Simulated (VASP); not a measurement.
# LiZn3 (Fm-3m) in VASP: notebook

LiZn3 is run at these levels: LDA; tasks: single point, relaxation of cell and atoms.

Everything below comes from runs of VASP 6.6.1. Logs are shortened: lines on timing, memory, paths and dates and some standing lists are left out, and cuts for length are marked.

## 1. The cell of the first run

Symmetry: Fm-3m, No. 225, cubic system. Conventional cell: a = 5.941 Å, b = 5.941 Å, c = 5.941 Å, α = 90.00°, β = 90.00°, γ = 90.00°. Within 3.4 Å of Li (site symmetry m-3m) lie 14 Zn at 2.57 to 2.97 Å. Zn (site symmetry -43m) has 4 Li at 2.57 Å and 10 Zn at 2.57 to 2.97 Å within 3.4 Å. Zn (site symmetry m-3m) has 8 Zn at 2.57 Å and 6 Li at 2.97 Å within 3.4 Å.

## 2. Single point, LDA

INCAR reads:

```
ALGO = Normal
EDIFF = 1E-7
ENCUT = 520
GGA = CA
ISIF = 2
ISMEAR = 1
LASPH = T
LCHARG = T
LELF = T
LREAL = F
LVHAR = T
LWAVE = F
NBANDS = 28
NELM = 80
PREC = Accurate
SIGMA = 0.15
```

KPOINTS reads:

```
k-points
0
Gamma
  6 6 6
```

POSCAR reads:

```
LiZn3
1.0
    0.0000000000      2.9706898024      2.9706898024
    2.9706898024      0.0000000000      2.9706898024
    2.9706898024      2.9706898024      0.0000000000
Li Zn
1 3
Direct
    0.0000000000      0.0000000000      0.0000000000
    0.2500000000      0.2500000000      0.2500000000
    0.7500000000      0.7500000000      0.7500000000
    0.5000000000      0.5000000000      0.5000000000
```

Potentials or basis: VASP PAW LDA potentials, release 64 (Li_sv, Zn).

Started as:

```console
$ cat potpaw_LDA.64/Li_sv/POTCAR potpaw_LDA.64/Zn/POTCAR > POTCAR
$ mpirun -np 1 vasp_std > vasp.out
```

OUTCAR:

```text
EDIFF = 1E-7
   ENCUT = 520
   GGA = CA
   ISIF = 2
   ISMEAR = 1
   LASPH = T
   LREAL = F
   NELM = 80
   PREC = Accurate

 ion  position               nearest neighbor table
   1  0.000  0.000  0.000-   2 2.57   3 2.57   3 2.57   3 2.57   3 2.57   2 2.57   2 2.57   2 2.57

   2  0.250  0.250  0.250-   1 2.57   4 2.57   1 2.57   1 2.57   1 2.57   4 2.57   4 2.57   4 2.57
                             3 2.97   3 2.97   3 2.97   3 2.97   3 2.97   3 2.97
   3  0.750  0.750  0.750-   1 2.57   4 2.57   4 2.57   4 2.57   4 2.57   1 2.57   1 2.57   1 2.57
                             2 2.97   2 2.97   2 2.97   2 2.97   2 2.97   2 2.97
   4  0.500  0.500  0.500-   2 2.57   3 2.57   2 2.57   2 2.57   2 2.57   3 2.57   3 2.57   3 2.57

  LATTYP: Found a face centered cubic cell.
 ALAT       =     5.9413796048

  Lattice vectors:

 A1 = (   0.0000000000,   2.9706898024,   2.9706898024)
 A2 = (   2.9706898024,   0.0000000000,   2.9706898024)
 A3 = (   2.9706898024,   2.9706898024,   0.0000000000)

Analysis of symmetry for initial positions (statically):
=====================================================================
 Subroutine PRICEL returns:
 Original cell was already a primitive cell.

 Routine SETGRP: Setting up the symmetry group for a
 face centered cubic supercell.

 Subroutine GETGRP returns: Found 48 space group operations
 (whereof 48 operations were pure point group operations)
 out of a pool of 48 trial point group operations.

The static configuration has the point symmetry O_h .

Analysis of symmetry for dynamics (positions and initial velocities):
=====================================================================
 Subroutine PRICEL returns:
 Original cell was already a primitive cell.

 Routine SETGRP: Setting up the symmetry group for a
 face centered cubic supercell.

 Subroutine GETGRP returns: Found 48 space group operations
 (whereof 48 operations were pure point group operations)
 out of a pool of 48 trial point group operations.

The dynamic configuration has the point symmetry O_h .

 Subroutine INISYM returns: Found 48 space group operations
 (whereof 48 operations are pure point group operations),
 and found     1 'primitive' translations

[... 83 lines left out ...]
   ISPIN  =      1    spin polarized calculation?
   LNONCOLLINEAR =      F non collinear calculations
   LSORBIT =      F    spin-orbit coupling
   LASPH  =      T    aspherical Exc in radial PAW
   ENCUT  =  520.0 eV  38.22 Ry    6.18 a.u.   7.81  7.81  7.81*2*pi/ulx,y,z
   NELM   =     80;   NELMIN=  2; NELMDL= -5     # of ELM steps
   EDIFF  = 0.1E-06   stopping-criterion for ELM
   LREAL  =      F    real-space projection
   EDIFFG = 0.1E-05   stopping-criterion for IOM
   NSW    =      0    number of steps for IOM
   IBRION =     -1    ionic relax: 0-MD 1-quasi-New 2-CG
   NFREE  =      0    steps in history (QN), initial steepest desc. (CG)
   ISIF   =      2    stress and relaxation
   ISYM   =      2    0-nonsym 1-usesym 2-fastsym
   POTIM  = 0.5000    time-step for ionic-motion
   TEBEG  =    0.0;   TEEND  =   0.0 temperature during run
   PSTRESS=    0.0 pullay stress
   NELECT =      39.0000    total number of electrons
   NUPDOWN=      -1.0000    fix difference up-down
   EMIN   =  10.00;   EMAX   =-10.00  energy-range for DOS
   EFERMI =   0.00;   METHOD = LEGACY
   ISMEAR =     1;   SIGMA  =   0.15  broadening in eV -4-tet -1-fermi 0-gaus
   EFERMI_NEDOS =   21; number of points for ismear=-14 and -15
   IALGO  =     38    algorithm
   IMIX   =      4    mixing-type and parameters
     AMIX     =   0.40;   BMIX     =  1.00
     AMIX_MAG =   1.60;   BMIX_MAG =  1.00
  volume/ion in A,a.u.               =      13.11        88.46
  Fermi-wavevector in a.u.,A,eV,Ry     =   1.483300  2.803031 29.935260  2.200180
  Thomas-Fermi vector in A             =   2.596979
   LORBIT       =      0    0 simple, 1 ext, 2 COOP (PROOUT), +10 PAW based schemes
   GGA     = CA    functional components
   LHFCALC =     F    Hartree Fock is set to
   AEXX    =    0.0000 exact exchange contribution
   IVDW    =     0    specifies the selected vdW correction
   LEPSILON=     F    determine dielectric tensor
   LRPA    =     F    only Hartree local field effects (RPA)
 non-spin polarized calculation
 Methfessel and Paxton  Order N= 1 SIGMA  =   0.15
  energy-cutoff  :      520.00
  volume of cell :       52.43
 maximum number of plane-waves:      1428
   NGX = 15   NGY = 15   NGZ = 15

 number of electron      38.9999967 magnetization

 Free energy of the ion-electron system (eV)
  ---------------------------------------------------
  ext. energy  EPLUGINS =         0.00000000
  ---------------------------------------------------
  free energy    TOTEN  =        -8.42666195 eV

  energy without entropy =       -8.42786688  energy(sigma->0) =       -8.42706359

 E-fermi :   3.1486     XC(G=0): -11.6885

 val. band max:        3.0457138138   @ k =   0.3333   0.3333   0.0000
 cond. band min:       3.2238405671   @ k =   0.3333   0.1667   0.0000
 fundamental gap:      0.1781267533
 Fermi energy:         3.1485743584

 k-point     1 :       0.0000    0.0000    0.0000
  band No.  band energies     occupation
      1     -41.8206      2.00000
      2      -6.6753      2.00000
      3      -5.0711      2.00000
      4      -5.0711      2.00000
      5      -4.7595      2.00000
      6      -4.7595      2.00000
[... 485 lines left out ...]
     27      15.3682      0.00000
     28      15.5271      0.00000

------------------------ aborting loop because EDIFF is reached ----------------------------------------

  FORCE on cell =-STRESS in cart. coord.  units (eV):
  Direction    XX          YY          ZZ          XY          YZ          ZX
  --------------------------------------------------------------------------------------
  -------------------------------------------------------------------------------------
  Total       -0.5090360     -0.5090360     -0.5090360     -0.0000000     -0.0000000     -0.0000000
  in kB      -15.5545410    -15.5545410    -15.5545410     -0.0000000     -0.0000000     -0.0000000
  external PRESSURE =     -15.5545410 kB  Pullay stress =       0.0000000 kB

 VOLUME and BASIS-vectors are now :
 -----------------------------------------------------------------------------
  energy-cutoff  :      520.00
  volume of cell :       52.43
      direct lattice vectors                 reciprocal lattice vectors
     0.000000000  2.970689802  2.970689802    -0.168311077  0.168311077  0.168311077
     2.970689802  0.000000000  2.970689802     0.168311077 -0.168311077  0.168311077
     2.970689802  2.970689802  0.000000000     0.168311077  0.168311077 -0.168311077

 POSITION                                       TOTAL-FORCE (eV/Angst)
 -----------------------------------------------------------------------------------
      0.00000      0.00000      0.00000        -0.000000      0.000000     -0.000000
      1.48534      1.48534      1.48534         0.000000     -0.000000      0.000000
      4.45603      4.45603      4.45603        -0.000000      0.000000      0.000000
      2.97069      2.97069      2.97069        -0.000000      0.000000     -0.000000
 -----------------------------------------------------------------------------------
    total drift:                               -0.000000     -0.000000      0.000000

  FREE ENERGIE OF THE ION-ELECTRON SYSTEM (eV)
  ---------------------------------------------------
  free  energy   TOTEN  =        -8.4266619485 eV

  energy  without entropy=       -8.4278668833  energy(sigma->0) =       -8.42706359
```

stdout:

```text
POSCAR found type information on POSCAR LiZn
 POSCAR found :  2 types and       4 ions
 scaLAPACK will be used
 LDA part: xc-table for (Slater(with rela. corr.)+CA(PZ))
 , standard interpolation
 POSCAR, INCAR and KPOINTS ok, starting setup
 FFT: planning ... GRIDC
 FFT: planning ... GRID_SOFT
 FFT: planning ... GRID
 WAVECAR not read
 entering main loop
```

It took 58 s on 1 thread of AMD EPYC 7R13, shared host; peak memory 0.13 GiB.

What came out:

```
Free energy            : -8.4267 eV
Band gap on the k mesh : zero (an odd number of electrons rules out a gap without spin polarisation)
```

Levels at points of the mesh, in eV from the Fermi level:
```csv
k point,band 16,band 17,band 18,band 19,band 20,band 21,band 22,band 23
"(0.00, 0.00, 0.00)",-7.08,-7.08,2.81,2.81,2.81,3.49,3.62,3.62
"(0.50, 0.00, 0.00)",-7.02,-6.14,-5.93,1.46,1.46,2.43,2.43,2.65
"(0.50, 0.50, 0.00)",-6.96,-5.34,-4.91,-2.07,-2.07,-0.43,2.92,10.50
```

Caveat: the cutoff is under 1.25 times the usual one of these potentials, so pressure, stress and relaxed cells hold a basis-set (Pulay) error.

## 3. Relaxation of cell and atoms, LDA, target pressure -2 GPa, at which the enthalpy is minimised

This run uses another cell than the first one, of 13.65 Å³/atom.

INCAR reads:

```
  PREC = Accurate
  ENCUT = 600
  EDIFF = 1E-6
  ISMEAR = 1
  SIGMA = 0.15
  LREAL = False
  LASPH = True
  NELM = 60
  ALGO = Normal
  ISIF = 3
  LWAVE = False
  LCHARG = False
  IBRION = 2
  NSW = 80
  EDIFFG = -0.05
  PSTRESS = -20.0
```

KPOINTS reads:

```
regular mesh
0
Gamma
  6 6 6
```

POSCAR reads:

```
LiZn3
1.0
    0.0000000000      3.0111110000      3.0111110000
    3.0111110000      0.0000000000      3.0111110000
    3.0111110000      3.0111110000      0.0000000000
Li Zn
1 3
Direct
    0.0000000000      0.0000000000      0.0000000000
    0.2500000000      0.2500000000      0.2500000000
    0.7500000000      0.7500000000      0.7500000000
    0.5000000000      0.5000000000      0.5000000000
```

Potentials or basis: VASP PAW LDA potentials, release 64 (Li_sv, Zn).

Started as:

```console
$ cat potpaw_LDA.64/Li_sv/POTCAR potpaw_LDA.64/Zn/POTCAR > POTCAR
$ mpirun -np 1 vasp_std > vasp.out
```

It took 2.2 min on 1 thread of AMD EPYC 7R13, shared host; peak memory 0.15 GiB.

The run converged. Its results:

```yaml
Free_energy: -8.4211 eV
Relaxed_volume: 13.23 Å³/atom
Relaxed_cell: a = 4.215 Å, b = 4.215 Å, c = 4.215 Å, α = 60.00°, β = 60.00°, γ = 60.00°
Space_group_after_relaxing_to_0.1_Å: Fm-3m (No. 225)
Energy_change_on_relaxing_the_run_minimises_the_enthalpy: -8.9 meV/atom
Ionic_steps: 2
Pressure_after_relaxing: -2.3 GPa
Band_gap_on_the_k_mesh: zero (an odd number of electrons rules out a gap without spin polarisation)
```

Step by step:
```
step  energy change (eV)  largest force (eV/Å)  pressure (GPa)  volume (Å³)
   1              0.0000                0.0000           -4.50        54.60
   2             -0.0357                0.0000           -2.30        52.94
```

Final structure:
```yaml
crystal:
  lattice:
    - [0.00000, 2.98020, 2.98020]
    - [2.98020, 0.00000, 2.98020]
    - [2.98020, 2.98020, 0.00000]
  atoms:
    - { symbol: Li, position: [0.00000, 0.00000, 0.00000] }
    - { symbol: Zn, position: [0.25000, 0.25000, 0.25000] }
    - { symbol: Zn, position: [0.75000, 0.75000, 0.75000] }
    - { symbol: Zn, position: [0.50000, 0.50000, 0.50000] }
```

Levels at points of the mesh, in eV from the Fermi level:
| k point | band 16 | band 17 | band 18 | band 19 | band 20 | band 21 | band 22 | band 23 |
| --- | --- | --- | --- | --- | --- | --- | --- | --- |
| (0.00, 0.00, 0.00) | -7.06 | -7.06 | 2.81 | 2.81 | 2.81 | 3.43 | 3.62 | 3.62 |
| (0.50, 0.00, 0.00) | -7.00 | -6.12 | -5.88 | 1.47 | 1.47 | 2.43 | 2.43 | 2.61 |
| (0.50, 0.50, 0.00) | -6.94 | -5.31 | -4.88 | -2.03 | -2.03 | -0.45 | 2.90 | 10.44 |

Caveat: the cutoff is under 1.25 times the usual one of these potentials, so pressure, stress and relaxed cells hold a basis-set (Pulay) error; the cell is relaxed towards a set pressure, so the run minimises the enthalpy, not the energy.

(Continued in part 2 of 2.)

The gap in the log of VASP goes by the Fermi energy; the results here count the filled bands.